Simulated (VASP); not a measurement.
# Ga3SiAs3 in VASP: relaxation of the atoms with PBE

Aim: the relaxation of the atoms of Ga3SiAs3 with PBE.

All numbers are computed with VASP 6.6.1; they aren't measurements. Logs are shortened: lines on timing, memory, paths and dates and some standing lists are left out, and cuts for length are marked.

## Step 1: The cell of the first run

The cell holds a slab with vacuum, 7 atoms: a = 4.063 Å, b = 5.746 Å, c = 19.892 Å, α = 90.00°, β = 90.00°, γ = 90.00°.

## Step 2: Relaxation of the atoms, PBE, collinear spin

INCAR

```
ALGO     = Normal         # electronic algorithm
DIPOL    = 0.5 0.5 0.320
EDIFF    = 1E-7           # SCF threshold, eV
EDIFFG   = -0.025         # ionic threshold
ENCUT    = 450            # plane-wave cutoff, eV
GGA      = PE             # functional
GGA_COMPAT= False        
IBRION   = 2              # ionic algorithm
IDIPOL   = 3            
ISIF     = 2              # what is computed and relaxed
ISMEAR   = 0              # smearing method
ISPIN    = 2              # spin polarisation
KPAR     = 4            
LASPH    = True           # aspherical terms in the spheres
LCHARG   = False          # write CHGCAR
LDIPOL   = True         
LORBIT   = 11             # projections on sites
LREAL    = False          # projectors in reciprocal space
LWAVE    = False          # write WAVECAR
MAGMOM   = 0 0 0 0 0 0 2  # initial moments
NELM     = 200            # most SCF steps
NELMDL   = -8           
NELMIN   = 4            
NSW      = 36             # ionic steps
PREC     = Accurate       # precision mode
SIGMA    = 0.05           # smearing width, eV
```

KPOINTS

```
k-points
0
Gamma
  7 5 1
```

POSCAR

```
Ga3SiAs3
1.0
    4.0629609257      0.0000000000      0.0000000000
    0.0000000000      5.7458944445      0.0000000000
    0.0000000000      0.0000000000     19.8924422580
Ga As Si
3 3 1
Selective dynamics
Direct
    0.5000000000      0.5000000000      0.2010813930  F F F
    0.0000000000      0.0635978709      0.3146195193  F F F
    0.5000000000      0.4877934284      0.3796180935  F F F
    0.0000000000      0.2500000000      0.2010813930  F F F
    0.5000000000      0.8095619862      0.2945554352  F F F
    0.0000000000      0.2894090607      0.4218909950  F F F
    0.5000000000      0.9560757273      0.4241740588  F F T
```

Potentials or basis: VASP PAW PBE potentials, release 64 (Ga_d, As, Si).

Run with:

```
$ cat potpaw_PBE.64/Ga_d/POTCAR potpaw_PBE.64/As/POTCAR potpaw_PBE.64/Si/POTCAR > POTCAR
$ mpirun -np 4 vasp_std > vasp.out
```

OUTCAR:

```text
EDIFF = 1E-7
   EDIFFG = -0.025
   ENCUT = 450
   GGA = PE
   IBRION = 2
   ISIF = 2
   ISMEAR = 0
   ISPIN = 2
   LASPH = True
   LORBIT = 11
   LREAL = False
   NELM = 200
   NELMDL = -8
   NELMIN = 4
   NSW = 36
   PREC = Accurate

 ion  position               nearest neighbor table
   1  0.500  0.500  0.201-   4 2.49   4 2.49   5 2.57
   2  0.000  0.064  0.315-   6 2.50   4 2.50   5 2.53   5 2.53
   3  0.500  0.488  0.380-   6 2.48   6 2.48   5 2.51   7 2.83
   4  0.000  0.250  0.201-   1 2.49   1 2.49   2 2.50
   5  0.500  0.810  0.295-   3 2.51   2 2.53   2 2.53   1 2.57   7 2.71
   6  0.000  0.289  0.422-   3 2.48   3 2.48   2 2.50   7 2.79   7 2.79
   7  0.500  0.956  0.424-   5 2.71   6 2.79   6 2.79   3 2.83

  LATTYP: Found a simple orthorhombic cell.
 ALAT       =     4.0629609257
 B/A-ratio  =     1.4142135624
 C/A-ratio  =     4.8960456725

  Lattice vectors:

 A1 = (   4.0629609257,   0.0000000000,   0.0000000000)
 A2 = (   0.0000000000,   5.7458944445,   0.0000000000)
 A3 = (   0.0000000000,   0.0000000000,  19.8924422580)

Analysis of symmetry for initial positions (statically):
=====================================================================
 Subroutine PRICEL returns:
 Original cell was already a primitive cell.

 Routine SETGRP: Setting up the symmetry group for a
 simple orthorhombic supercell.

 Subroutine GETGRP returns: Found  2 space group operations
 (whereof  2 operations were pure point group operations)
 out of a pool of  8 trial point group operations.

The static configuration has the point symmetry C_1h.

Analysis of symmetry for dynamics (positions and initial velocities):
=====================================================================
 Subroutine PRICEL returns:
 Original cell was already a primitive cell.

 Routine SETGRP: Setting up the symmetry group for a
 simple orthorhombic supercell.

 Subroutine GETGRP returns: Found  2 space group operations
 (whereof  2 operations were pure point group operations)
 out of a pool of  8 trial point group operations.

The dynamic configuration has the point symmetry C_1h.

Analysis of constrained symmetry for selective dynamics:
=====================================================================
 Subroutine PRICEL returns:
 Original cell was already a primitive cell.

 Routine SETGRP: Setting up the symmetry group for a
 simple orthorhombic supercell.

 Subroutine GETGRP returns: Found  2 space group operations
 (whereof  2 operations were pure point group operations)
 out of a pool of  8 trial point group operations.

The constrained configuration has the point symmetry C_1h.

Analysis of structural, dynamic, and magnetic symmetry:
=====================================================================
 Subroutine PRICEL returns:
 Original cell was already a primitive cell.

 Routine SETGRP: Setting up the symmetry group for a
 simple orthorhombic supercell.

 Subroutine GETGRP returns: Found  2 space group operations
 (whereof  2 operations were pure point group operations)
 out of a pool of  8 trial point group operations.

The overall configuration has the point symmetry C_1h.

 Subroutine INISYM returns: Found  2 space group operations
 (whereof  2 operations are pure point group operations),
 and found     1 'primitive' translations

----------------------------------------------------------------------------------------

                                     Primitive cell

  volume of cell :     464.3959

  direct lattice vectors                    reciprocal lattice vectors
     4.062960926  0.000000000  0.000000000     0.246125921  0.000000000  0.000000000
     0.000000000  5.745894445  0.000000000     0.000000000  0.174037308  0.000000000
     0.000000000  0.000000000 19.892442258     0.000000000  0.000000000  0.050270348

  length of vectors
     4.062960926  5.745894445 19.892442258     0.246125921  0.174037308  0.050270348

  position of ions in fractional coordinates (direct lattice)
     0.500000000  0.500000000  0.201081393
     0.000000000  0.063597871  0.314619519
     0.500000000  0.487793428  0.379618093
     0.000000000  0.250000000  0.201081393
     0.500000000  0.809561986  0.294555435
     0.000000000  0.289409061  0.421890995
[... 58 lines left out ...]
   NGX,Y,Z   is equivalent  to a cutoff of  11.46, 11.57, 11.70 a.u.
   NGXF,Y,Z  is equivalent  to a cutoff of  22.91, 23.15, 23.40 a.u.
 SYSTEM =  unknown system
   PREC   = accura    normal or accurate (medium, high low for compatibility)
   ISTART =      0    job   : 0-new  1-cont  2-samecut
   ICHARG =      2    charge: 1-file 2-atom 10-const
   ISPIN  =      2    spin polarized calculation?
   LNONCOLLINEAR =      F non collinear calculations
   LSORBIT =      F    spin-orbit coupling
   LASPH  =      T    aspherical Exc in radial PAW
   ENCUT  =  450.0 eV  33.07 Ry    5.75 a.u.   7.03  9.94 34.41*2*pi/ulx,y,z
   NELM   =    200;   NELMIN=  4; NELMDL= -8     # of ELM steps
   EDIFF  = 0.1E-06   stopping-criterion for ELM
   LREAL  =      F    real-space projection
   EDIFFG = -.3E-01   stopping-criterion for IOM
   NSW    =     36    number of steps for IOM
   IBRION =      2    ionic relax: 0-MD 1-quasi-New 2-CG
   NFREE  =      1    steps in history (QN), initial steepest desc. (CG)
   ISIF   =      2    stress and relaxation
   ISYM   =      2    0-nonsym 1-usesym 2-fastsym
   POTIM  = 0.5000    time-step for ionic-motion
   TEBEG  =    0.0;   TEEND  =   0.0 temperature during run
   PSTRESS=    0.0 pullay stress
   NELECT =      58.0000    total number of electrons
   NUPDOWN=      -1.0000    fix difference up-down
   EMIN   =  10.00;   EMAX   =-10.00  energy-range for DOS
   EFERMI =   0.00;   METHOD = LEGACY
   ISMEAR =     0;   SIGMA  =   0.05  broadening in eV -4-tet -1-fermi 0-gaus
   EFERMI_NEDOS =   21; number of points for ismear=-14 and -15
   IALGO  =     38    algorithm
   IMIX   =      4    mixing-type and parameters
     AMIX     =   0.40;   BMIX     =  1.00
     AMIX_MAG =   1.60;   BMIX_MAG =  1.00
  volume/ion in A,a.u.               =      66.34       447.70
  Fermi-wavevector in a.u.,A,eV,Ry     =   0.818317  1.546394  9.111033  0.669642
  Thomas-Fermi vector in A             =   1.928922
   LORBIT       =     11    0 simple, 1 ext, 2 COOP (PROOUT), +10 PAW based schemes
   GGA     = PE    functional components
   LHFCALC =     F    Hartree Fock is set to
   AEXX    =    0.0000 exact exchange contribution
   IVDW    =     0    specifies the selected vdW correction
   LEPSILON=     F    determine dielectric tensor
   LRPA    =     F    only Hartree local field effects (RPA)
 conjugate gradient relaxation of ions
 spin polarized calculation
 Gauss-broadening in eV      SIGMA  =   0.05
  energy-cutoff  :      450.00
  volume of cell :      464.40
 maximum number of plane-waves:     10095
   NGX = 15   NGY = 19   NGZ = 69

 dipolmoment           0.000000      0.000000      0.000032 electrons x Angstroem

--------------------------------------- Ionic step        1  -------------------------------------------

 number of electron      58.0000072 magnetization       0.0000106

 Free energy of the ion-electron system (eV)
  ---------------------------------------------------
  ext. energy  EPLUGINS =         0.00000000
  ---------------------------------------------------
  free energy    TOTEN  =       -26.15948574 eV

  energy without entropy =      -26.15260893  energy(sigma->0) =      -26.15604734

------------------------ aborting loop because EDIFF is reached ----------------------------------------

  FORCE on cell =-STRESS in cart. coord.  units (eV):
  Direction    XX          YY          ZZ          XY          YZ          ZX
  --------------------------------------------------------------------------------------
  -------------------------------------------------------------------------------------
  Total       -0.1147996     -0.4021012      0.9833337      0.0000000     -0.9908639      0.0000000
  in kB       -0.3960613     -1.3872591      3.3925254      0.0000000     -3.4185047      0.0000000
  external PRESSURE =       0.5364017 kB  Pullay stress =       0.0000000 kB
[... 112 lines left out ...]
 number of electron      58.0000072 magnetization       0.0000003

------------------------ aborting loop because EDIFF is reached ----------------------------------------

 vacuum level on the upper side and lower side of the slab       (xc-potential included)        -0.050         0.044

  FORCE on cell =-STRESS in cart. coord.  units (eV):
  Direction    XX          YY          ZZ          XY          YZ          ZX
  --------------------------------------------------------------------------------------
  -------------------------------------------------------------------------------------
  Total        0.2384631      0.0443613      1.7993474      0.0000000     -0.8338511      0.0000000
  in kB        0.8227035      0.1530475      6.2077928      0.0000000     -2.8768068      0.0000000
  external PRESSURE =       2.3945146 kB  Pullay stress =       0.0000000 kB
[... 30 lines left out ...]
 number of electron      58.0000072 magnetization       0.0000000

 number of electron      58.0000072 magnetization      -0.0000000

 dipolmoment           0.000000      0.000000     -0.014588 electrons x Angstroem

 Free energy of the ion-electron system (eV)
  ---------------------------------------------------
  ext. energy  EPLUGINS =         0.00000000
  ---------------------------------------------------
  free energy    TOTEN  =       -26.16940080 eV

  energy without entropy =      -26.16229150  energy(sigma->0) =      -26.16584615

 E-fermi :  -1.3315     XC(G=0):  -3.9550

 val. band max:       -1.3473898451   @ k =   0.1429   0.2000   0.0000
 cond. band min:      -1.3206948151   @ k =   0.1429   0.4000   0.0000
 fundamental gap:      0.0266950300
 Fermi energy:        -1.3314875101

 spin component 1

 k-point     1 :       0.0000    0.0000    0.0000
  band No.  band energies     occupation
      1     -16.6393      1.00000
      2     -16.5967      1.00000
      3     -16.5841      1.00000
      4     -16.5387      1.00000
      5     -16.5358      1.00000
      6     -16.4986      1.00000
[... 445 lines left out ...]
     34       1.4163      0.00000
     35       1.6223      0.00000
 Fermi energy:        -1.3314875101

 spin component 2

 k-point     1 :       0.0000    0.0000    0.0000
  band No.  band energies     occupation
      1     -16.6393      1.00000
      2     -16.5967      1.00000
      3     -16.5841      1.00000
      4     -16.5387      1.00000
      5     -16.5358      1.00000
      6     -16.4986      1.00000
[... 445 lines left out ...]
     34       1.4163      0.00000
     35       1.6223      0.00000

------------------------ aborting loop because EDIFF is reached ----------------------------------------

 vacuum level on the upper side and lower side of the slab       (xc-potential included)        -0.156        -0.039

  FORCE on cell =-STRESS in cart. coord.  units (eV):
  Direction    XX          YY          ZZ          XY          YZ          ZX
  --------------------------------------------------------------------------------------
  -------------------------------------------------------------------------------------
  Total        0.1179514     -0.0969398      1.5275890      0.0000000     -0.8931279      0.0000000
  in kB        0.4069351     -0.3344447      5.2702196      0.0000000     -3.0813131      0.0000000
  external PRESSURE =       1.7809033 kB  Pullay stress =       0.0000000 kB
[... 22 lines left out ...]
  FREE ENERGIE OF THE ION-ELECTRON SYSTEM (eV)
  ---------------------------------------------------
  free  energy   TOTEN  =       -26.1694008022 eV

  energy  without entropy=      -26.1622915013  energy(sigma->0) =      -26.16584615

 reached required accuracy - stopping structural energy minimisation

 vacuum level on the upper side and lower side of the slab         2.838         2.956

 total charge

# of ion       s       p       d       tot
------------------------------------------
    1        1.004   0.577   9.961  11.542
    2        0.897   0.721   9.999  11.618
    3        0.981   0.653   9.976  11.610
    4        1.267   1.443   0.024   2.734
    5        1.250   1.489   0.041   2.780
    6        1.271   1.428   0.045   2.745
    7        0.916   0.611   0.000   1.527
--------------------------------------------------
tot          7.587   6.922  30.046  44.555

 magnetization (x)

# of ion       s       p       d       tot
------------------------------------------
    1        0.000   0.000   0.000   0.000
    2        0.000   0.000  -0.000   0.000
    3        0.000   0.000  -0.000   0.000
    4        0.000  -0.000   0.000  -0.000
    5       -0.000  -0.000   0.000  -0.000
    6       -0.000   0.000  -0.000   0.000
    7        0.000   0.000   0.000   0.000
--------------------------------------------------
tot          0.000   0.000  -0.000   0.000
```

Run time: 9.8 min. Hardware: 4 MPI ranks of Intel Xeon Platinum 8488C (Sapphire Rapids), shared host; peak memory 0.71 GiB.

What came out:

- Free energy: -26.1694 eV
- Energy gained by relaxing: 1.4 meV/atom
- Ionic steps: 5
- Band gap on the k mesh: zero (filled and empty bands overlap)
- Net moment: 0.00 μB per cell
- Valence electrons inside the program's atomic spheres: Ga 11.54, 11.62, 11.61; As 2.73, 2.78, 2.75; Si 1.53

Step by step:
```
step  energy change (eV)  largest force on free atoms (eV/Å)  pressure (GPa)
   1              0.0000                              0.2366            0.05
   2             -0.0025                              0.2061            0.07
   3             -0.0080                              0.1090            0.12
   4             -0.0080                              0.1149            0.24
   5             -0.0099                              0.0053            0.18
```

Final structure:
```
Ga As Si
1.0
     4.06296    0.00000    0.00000
     0.00000    5.74589    0.00000
     0.00000    0.00000   19.89244
Ga As Si
3 3 1
Direct
  0.50000 0.50000 0.20108
  0.00000 0.06360 0.31462
  0.50000 0.48779 0.37962
  0.00000 0.25000 0.20108
  0.50000 0.80956 0.29456
  0.00000 0.28941 0.42189
  0.50000 0.95608 0.42020
```

Levels at points of the mesh, in eV from the Fermi level:
Spin up:
| k point | band 27 | band 28 | band 29 | band 30 | band 31 | band 32 |
| --- | --- | --- | --- | --- | --- | --- |
| (0.00, 0.00, 0.00) | -1.47 | -0.74 | -0.67 | 0.72 | 0.93 | 1.75 |
Spin down:
| k point | band 26 | band 27 | band 28 | band 29 | band 30 | band 31 | band 32 | band 33 |
| --- | --- | --- | --- | --- | --- | --- | --- | --- |
| (0.00, 0.00, 0.00) | -1.80 | -1.47 | -0.74 | -0.67 | 0.72 | 0.93 | 1.75 | 1.76 |

The gap in the log of VASP goes by the Fermi energy; the results here count the filled bands.